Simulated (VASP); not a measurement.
Input of a VASP 6.6.1 run:

INCAR

```
SYSTEM = CdSe
PREC = Accurate ; ENCUT = 520
EDIFF = 1E-8 ; ISMEAR = -1
SIGMA = 0.03 ; LREAL = .FALSE.
LASPH = .TRUE. ; NELM = 60
ALGO = Normal ; ISIF = 2
LWAVE = .FALSE. ; LCHARG = .FALSE.
GGA = PE ; LEFG = .TRUE.
NBANDS = 16
```

KPOINTS

```
regular mesh
0
G
  12 12 12
  0 0 0
```

File POSCAR:

```
CdSe
1.0
    0.0000000000      2.8974775418      2.8974775418
    2.8974775418      0.0000000000      2.8974775418
    2.8974775418      2.8974775418      0.0000000000
Cd Se
1 1
Direct
    0.0000000000      0.0000000000      0.0000000000
    0.5000000000      0.5000000000      0.5000000000
```

Potentials or basis: VASP PAW PBE potentials, release 64 (Cd, Se).

Command:

```bash
$ cat potpaw_PBE.64/Cd/POTCAR potpaw_PBE.64/Se/POTCAR > POTCAR
$ mpirun -np 1 vasp_std > vasp.out
```

(1) Estimate the band gap on the k mesh.

(2) What does it give for the pressure?

## Answers

(1) zero (band 9 reaches 2.03 eV, above the bottom of band 10 at 1.61 eV).

(2) -1.4 GPa.

Caveat: without QUAD_EFG the Cq values of the log hold for a quadrupole moment of 1 mb, not for the nuclei.
